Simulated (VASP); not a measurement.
**H2Rh: single point with PBE**

H2Rh:

```xyz
6
Lattice="3.9792 0.0000 0.0000 0.0000 3.9792 0.0000 0.0000 0.0000 2.8588" Properties=species:S:1:pos:R:3 pbc="T T T"
H     1.2368    1.2368    0.0000
H     0.7529    3.2264    1.4294
H     2.7425    2.7425    0.0000
H     3.2264    0.7529    1.4294
Rh    0.0000    0.0000    0.0000
Rh    1.9896    1.9896    1.4294
```

```yaml
Program: VASP 6.6.1
Task: single point
Functional: PBE
Potentials_or_basis: VASP PAW PBE potentials, release 64 (H, Rh_pv)
Cutoff: 520 eV
k_mesh: 4 × 4 × 6
Occupations: gaussian, width 0.1 eV
Spin: no spin polarisation
```

The pressure is -0.1 GPa. The largest force is 0.005 eV/Å and the band gap on the k mesh is zero (band 17 reaches 8.22 eV, above the bottom of band 18 at 5.81 eV).

Forces on the atoms (eV/Å):
```
H   -0.004 -0.004  0.000
H    0.004 -0.004  0.000
H    0.004  0.004  0.000
H   -0.004  0.004  0.000
Rh   0.000  0.000  0.000
Rh   0.000  0.000  0.000
```

Stress tensor (GPa, compression positive):
```
-0.21  0.00  0.00
 0.00 -0.21  0.00
 0.00  0.00  0.00
```

Levels at points of the mesh, in eV from the Fermi level:
```
           k point  band 14  band 15  band 16  band 17  band 18  band 19  band 20  band 21
(0.00, 0.00, 0.00)    -1.58    -1.58    -0.39    -0.32    -0.32    -0.17     6.24     9.98
(0.50, 0.00, 0.00)    -1.41    -1.25    -1.25    -0.83    -0.83     4.13     4.13     8.98
(0.50, 0.50, 0.00)    -1.84    -1.19    -1.19    -0.20    -0.20     1.77     1.77     7.81
(0.00, 0.00, 0.50)    -1.77    -1.68    -1.68     0.95     0.95     5.57     5.57     8.19
(0.50, 0.00, 0.50)    -1.10    -0.68    -0.68     0.03     0.03     4.64     4.64     7.43
(0.50, 0.50, 0.50)    -0.91    -0.71    -0.71     1.57     1.57     4.60     4.60     5.24
```

Run time: 13 s on 1 thread of Intel(R) Xeon(R) 6975P-C (Granite Rapids), on a shared host, peak memory 0.17 GiB.

Caveat: the k points lie up to 0.39 Å⁻¹ apart.
